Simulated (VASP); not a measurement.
# NiO (Fm-3m) in VASP: notebook

Runs on NiO. Level: PBE+U. Tasks: single point.

Program: VASP 6.6.1. These are calculated values, not measurements. Logs are shortened: lines on timing, memory, paths and dates and some standing lists are left out, and cuts for length are marked.

### Step 1. The cell of the first run

Symmetry: Fm-3m, No. 225, cubic system. Conventional cell: a = 4.301 Å, b = 4.301 Å, c = 4.301 Å, α = 90.00°, β = 90.00°, γ = 90.00°. Ni (site symmetry m-3m) has 6 O at 2.15 Å within 2.8 Å. O (site symmetry m-3m) has 6 Ni at 2.15 Å within 2.8 Å.

### Step 2. Single point, PBE+U, collinear spin, ferromagnetic start (9.94 Å³/atom)

INCAR

```
SYSTEM = NiO
ALGO = Normal
EDIFF = 1E-6
ENCUT = 700
GGA = PE
GGA_COMPAT = .False.
ISIF = 2
ISMEAR = 0
ISPIN = 2
LASPH = .True.
LCHARG = .True.
LDAU = .True.
LDAUJ = 0 0
LDAUL = 2 -1
LDAUPRINT = 1
LDAUTYPE = 2
LDAUU = 6.2 0
LELF = .True.
LMAXMIX = 4
LORBIT = 11
LREAL = .False.
LVHAR = .True.
LWAVE = .False.
MAGMOM = 1.92 0.21
NBANDS = 23
NELM = 200
PREC = Accurate
SIGMA = 0.05
```

KPOINTS

```
k-points
0
Gamma
  10 10 10
  0 0 0
```

POSCAR

```
NiO
1.0
    0.0000000000      2.1503720565      2.1503720565
    2.1503720565      0.0000000000      2.1503720565
    2.1503720565      2.1503720565      0.0000000000
Ni O
1 1
Direct
    0.0000000000      0.0000000000      0.0000000000
    0.5000000000      0.5000000000      0.5000000000
```

Potentials or basis: VASP PAW PBE potentials, release 64 (Ni_sv_GW, O).

Started as:

```console
$ cat potpaw_PBE.64/Ni_sv_GW/POTCAR potpaw_PBE.64/O/POTCAR > POTCAR
$ mpirun -np 1 vasp_std > vasp.out
```

OUTCAR:

```text
SYSTEM = NiO
   EDIFF = 1E-6
   ENCUT = 700
   GGA = PE
   ISIF = 2
   ISMEAR = 0
   ISPIN = 2
   LASPH = .True.
   LORBIT = 11
   LREAL = .False.
   NELM = 200
   PREC = Accurate

 ion  position               nearest neighbor table
   1  0.000  0.000  0.000-   2 2.15   2 2.15   2 2.15   2 2.15   2 2.15   2 2.15
   2  0.500  0.500  0.500-   1 2.15   1 2.15   1 2.15   1 2.15   1 2.15   1 2.15

  LATTYP: Found a face centered cubic cell.
 ALAT       =     4.3007441130

  Lattice vectors:

 A1 = (   0.0000000000,   2.1503720565,   2.1503720565)
 A2 = (   2.1503720565,   0.0000000000,   2.1503720565)
 A3 = (   2.1503720565,   2.1503720565,   0.0000000000)

Analysis of symmetry for initial positions (statically):
=====================================================================
 Subroutine PRICEL returns:
 Original cell was already a primitive cell.

 Routine SETGRP: Setting up the symmetry group for a
 face centered cubic supercell.

 Subroutine GETGRP returns: Found 48 space group operations
 (whereof 48 operations were pure point group operations)
 out of a pool of 48 trial point group operations.

The static configuration has the point symmetry O_h .

Analysis of symmetry for dynamics (positions and initial velocities):
=====================================================================
 Subroutine PRICEL returns:
 Original cell was already a primitive cell.

 Routine SETGRP: Setting up the symmetry group for a
 face centered cubic supercell.

 Subroutine GETGRP returns: Found 48 space group operations
 (whereof 48 operations were pure point group operations)
 out of a pool of 48 trial point group operations.

The dynamic configuration has the point symmetry O_h .

Analysis of structural, dynamic, and magnetic symmetry:
=====================================================================
 Subroutine PRICEL returns:
 Original cell was already a primitive cell.

[... 174 lines left out ...]
  o =  0.9321  v =  0.0000  0.0000  0.0000  0.0000  0.0000  0.0000 -0.7046  0.0000 -0.7096 -0.0000      0.0000  0.0000  0.0000  0.0000  0.0000  0.0000  0.0000  0.0000  0.0000  0.0000
  o =  0.9321  v =  0.0000  0.0000  0.0000  0.0000  0.0000  1.0000  0.0000  0.0000  0.0000  0.0000      0.0000  0.0000  0.0000  0.0000  0.0000  0.0000  0.0000  0.0000  0.0000  0.0000
  o =  0.9321  v =  0.0000  0.0000  0.0000  0.0000  0.0000  0.0000 -0.7096  0.0000  0.7046 -0.0000      0.0000  0.0000  0.0000  0.0000  0.0000  0.0000  0.0000  0.0000  0.0000  0.0000
  o =  0.9391  v =  0.0000  0.1708 -0.0000 -0.9853 -0.0000  0.0000  0.0000  0.0000  0.0000  0.0000      0.0000  0.0000  0.0000  0.0000  0.0000  0.0000  0.0000  0.0000  0.0000  0.0000
  o =  0.9391  v =  1.0000  0.0000  0.0000  0.0000  0.0000  0.0000  0.0000  0.0000  0.0000  0.0000      0.0000  0.0000  0.0000  0.0000  0.0000  0.0000  0.0000  0.0000  0.0000  0.0000
  o =  0.9391  v =  0.0000  0.9853 -0.0000  0.1708 -0.0000  0.0000  0.0000  0.0000  0.0000  0.0000      0.0000  0.0000  0.0000  0.0000  0.0000  0.0000  0.0000  0.0000  0.0000  0.0000
  o =  0.9662  v =  0.0000 -0.0000  0.1293 -0.0000 -0.9916  0.0000  0.0000  0.0000  0.0000  0.0000      0.0000  0.0000  0.0000  0.0000  0.0000  0.0000  0.0000  0.0000  0.0000  0.0000
  o =  0.9662  v =  0.0000  0.0000  0.9916 -0.0000  0.1293  0.0000  0.0000  0.0000  0.0000  0.0000      0.0000  0.0000  0.0000  0.0000  0.0000  0.0000  0.0000  0.0000  0.0000  0.0000

 number of electron      24.0000008 magnetization       2.0000188

 Free energy of the ion-electron system (eV)
  ---------------------------------------------------
  ext. energy  EPLUGINS =         0.00000000
  ---------------------------------------------------
  free energy    TOTEN  =       -10.24958473 eV

  energy without entropy =      -10.24958473  energy(sigma->0) =      -10.24958473

 E-fermi :   5.7068     XC(G=0): -12.4785

 val. band max:        5.1283089409   @ k =   0.5000   0.0000   0.0000
 cond. band min:       7.0166783157   @ k =   0.0000   0.0000   0.0000
 fundamental gap:      1.8883693747
 Fermi energy:         5.7067616167

 spin component 1

 k-point     1 :       0.0000    0.0000    0.0000
  band No.  band energies     occupation
      1     -98.8823      1.00000
      2     -59.2565      1.00000
      3     -59.2565      1.00000
      4     -59.2565      1.00000
      5     -13.2649      1.00000
      6      -0.3885      1.00000
[... 1241 lines left out ...]
     22      36.9336      0.00000
     23      36.9815      0.00000

 [... further k-points ...]

------------------------ aborting loop because EDIFF is reached ----------------------------------------

  FORCE on cell =-STRESS in cart. coord.  units (eV):
  Direction    XX          YY          ZZ          XY          YZ          ZX
  --------------------------------------------------------------------------------------
  -------------------------------------------------------------------------------------
  Total       -0.7619350     -0.7619350     -0.7619350      0.0000000      0.0000000     -0.0000000
  in kB      -61.3843503    -61.3843503    -61.3843503      0.0000000      0.0000000     -0.0000000
  external PRESSURE =     -61.3843503 kB  Pullay stress =       0.0000000 kB

 VOLUME and BASIS-vectors are now :
 -----------------------------------------------------------------------------
  energy-cutoff  :      700.00
  volume of cell :       19.89
      direct lattice vectors                 reciprocal lattice vectors
     0.000000000  2.150372057  2.150372057    -0.232517902  0.232517902  0.232517902
     2.150372057  0.000000000  2.150372057     0.232517902 -0.232517902  0.232517902
     2.150372057  2.150372057  0.000000000     0.232517902  0.232517902 -0.232517902

 POSITION                                       TOTAL-FORCE (eV/Angst)
 -----------------------------------------------------------------------------------
      0.00000      0.00000      0.00000        -0.000000     -0.000000     -0.000000
      2.15037      2.15037      2.15037         0.000000      0.000000      0.000000
 -----------------------------------------------------------------------------------
    total drift:                                0.000000      0.000000      0.000000

  FREE ENERGIE OF THE ION-ELECTRON SYSTEM (eV)
  ---------------------------------------------------
  free  energy   TOTEN  =       -10.2495847348 eV

  energy  without entropy=      -10.2495847348  energy(sigma->0) =      -10.24958473

 total charge

# of ion       s       p       d       f       tot
--------------------------------------------------
    1        2.153   6.194   7.694   0.007  16.048
    2        1.545   3.452   0.000   0.000   4.997
--------------------------------------------------
tot          3.697   9.646   7.694   0.007  21.045

 magnetization (x)

# of ion       s       p       d       f       tot
--------------------------------------------------
    1        0.010   0.011   1.778   0.001   1.799
    2        0.020   0.141   0.000   0.000   0.160
--------------------------------------------------
tot          0.029   0.152   1.778   0.001   1.960
```

stdout:

```text
POSCAR found type information on POSCAR NiO
 POSCAR found :  2 types and       2 ions
 scaLAPACK will be used
 LDA part: xc-table for (Slater+PW92), standard interpolation
 POSCAR, INCAR and KPOINTS ok, starting setup
 FFT: planning ... GRIDC
 FFT: planning ... GRID_SOFT
 FFT: planning ... GRID
 WAVECAR not read
 entering main loop
```

It took 49 s on 1 thread of Intel Xeon 6975P-C (Granite Rapids), shared host; peak memory 0.21 GiB.

What came out:

| Item | Value |
| --- | --- |
| Free energy | -10.2496 eV |
| Pressure | -6.1 GPa |
| Band gap on the k mesh | 1.89 eV (least direct gap 2.97 eV) |
| Net moment | 2.00 μB per cell |
| Site moments | Ni +1.80; O +0.16 μB |
| Valence electrons inside the program's atomic spheres | Ni 16.05; O 5.00 |

Eigenvalues of the final occupation matrices:
```csv
site,spin,trace,eigenvalues
site 1 d,1,4.75,0.94 0.94 0.94 0.97 0.97
site 1 d,2,2.97,0.09 0.09 0.93 0.93 0.93
```

Caveat: the cell stands under tension; a cell with one magnetic atom can't hold antiferromagnetic order, which such compounds often take.

### Step 3. Single point, PBE+U, collinear spin, antiferromagnetic start

This run uses another cell than the first one: it holds 4 atoms, not 2.

INCAR

```
  PREC = Accurate
  ENCUT = 700
  EDIFF = 1E-6
  ISMEAR = 0
  SIGMA = 0.05
  LREAL = F
  LASPH = T
  NELM = 200
  ALGO = Normal
  ISIF = 2
  LWAVE = F
  LCHARG = F
  ISPIN = 2
  MAGMOM = 2 -2 0 0
  LORBIT = 11
  LMAXMIX = 4
  LDAU = T
  LDAUTYPE = 2
  LDAUL = 2 -1
  LDAUU = 6.2 0
  LDAUJ = 0 0
  LDAUPRINT = 1
  GGA = PE
  NBANDS = 36
  GGA_COMPAT = F
```

KPOINTS

```
Automatic mesh
0
Gamma
  5 5 5
```

POSCAR

```
NiO
1.0
   -2.1337902789     -2.1337902789      4.2675805578
   -4.2675805578     -2.1337902789      2.1337902789
   -2.1337902789     -4.2675805578      2.1337902789
Ni O
2 2
Direct
    0.0000000000      0.0000000000      0.0000000000
    0.5000000000      0.5000000000      0.5000000000
    1.2500000000     -0.7500000000     -0.7500000000
    1.7500000000     -0.2500000000     -0.2500000000
```

Potentials or basis: VASP PAW PBE potentials, release 64 (Ni_sv_GW, O).

Started as:

```console
$ cat potpaw_PBE.64/Ni_sv_GW/POTCAR potpaw_PBE.64/O/POTCAR > POTCAR
$ mpirun -np 1 vasp_std > vasp.out
```

Wall time 5.4 min (1 thread of Intel Xeon Platinum 8175M at 2.50GHz (Skylake/Cascade Lake), shared host); peak memory 0.44 GiB.

The run converged. Its results:

- Free energy: -20.6537 eV
- Pressure: -4.2 GPa
- Band gap on the k mesh: 2.77 eV
- Net moment: 0.00 μB per cell
- Site moments: Ni +1.75, -1.75; O +0.00 μB
- Valence electrons inside the program's atomic spheres: Ni 16.07; O 5.00

Stress tensor (GPa, compression positive):
```
-4.18 -0.10  0.10
-0.10 -4.18  0.10
 0.10  0.10 -4.18
```

Levels at points of the mesh, in eV from the valence-band top:
Spin up:
```tsv
k point	band 22	band 23	band 24	band 25	band 26	band 27
(0.00, 0.00, 0.00)	-0.77	-0.62	-0.62	2.77	4.68	4.68
```
Spin down:
| k point | band 21 | band 22 | band 23 | band 24 | band 25 | band 26 | band 27 | band 28 |
| --- | --- | --- | --- | --- | --- | --- | --- | --- |
| (0.00, 0.00, 0.00) | -0.78 | -0.77 | -0.62 | -0.62 | 2.77 | 4.68 | 4.68 | 6.89 |

Eigenvalues of the final occupation matrices:
```csv
site,spin,trace,eigenvalues
site 1 d,1,4.74,0.94 0.94 0.94 0.96 0.96
site 1 d,2,2.99,0.10 0.10 0.93 0.93 0.93
site 2 d,1,2.99,0.10 0.10 0.93 0.93 0.93
site 2 d,2,4.74,0.94 0.94 0.94 0.96 0.96
```

Caveat: the k points lie up to 0.49 Å⁻¹ apart; an odd mesh through Γ misses points on the zone boundary, where band edges can lie. The state reached can hang on the start; a lower one may exist.
